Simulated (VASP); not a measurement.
## Rb2PdC2: single point with LDA

Crystal: Rb2PdC2.

```
CELL_PARAMETERS angstrom
5.20055 0.00000 0.00000
-2.60027 4.50381 0.00000
0.00000 0.00000 5.20083
ATOMIC_POSITIONS crystal
Rb 0.33333 0.66667 0.27873
Rb 0.66667 0.33333 0.72127
Pd 0.00000 0.00000 0.00000
C 0.00000 0.00000 0.37881
C 0.00000 0.00000 0.62119
```

```yaml
Program: VASP 6.6.1
Task: single point
Functional: LDA
Potentials_or_basis: VASP PAW LDA potentials, release 64 (Rb_sv, Pd, C)
Cutoff: 520 eV
k_mesh: 6 × 6 × 4
Occupations: gaussian, width 0.1 eV
Spin: no spin polarisation
Dipole_correction: no
Further_INCAR_settings: ALGO = Normal; EDIFF = 1e-06; NBANDS = 26
```

```json
{"Pressure": "0.2 GPa", "Largest force": "0.068 eV/Å", "Band gap on the k mesh": "1.52 eV"}
```

Forces in eV/Å, atoms in the order of the input:
```
Rb   0.000  0.000  0.002
Rb   0.000  0.000 -0.002
Pd   0.000  0.000  0.000
C    0.000  0.000 -0.068
C    0.000  0.000  0.068
```

Stress tensor (GPa, compression positive):
```
0.10 0.00 0.00
0.00 0.10 0.00
0.00 0.00 0.29
```

Levels at points of the mesh, in eV from the valence-band top:
```csv
k point,band 16,band 17,band 18,band 19,band 20,band 21
"(0.00, 0.00, 0.00)",-1.51,-1.21,-1.21,3.72,3.95,5.05
"(0.50, 0.00, 0.00)",-1.31,-1.18,-0.53,2.36,3.21,4.25
"(0.00, 0.00, 0.50)",-1.22,-0.03,-0.03,2.24,2.24,3.87
"(0.50, 0.00, 0.50)",-0.86,-0.04,0.00,1.52,2.84,4.68
```

Run time: 2.2 min on 1 thread of Intel Xeon 8259CL, on a shared host, peak memory 0.24 GiB.

A k mesh can miss the band edges. Expect the measured gap to be larger: semilocal functionals such as LDA lack the derivative discontinuity.
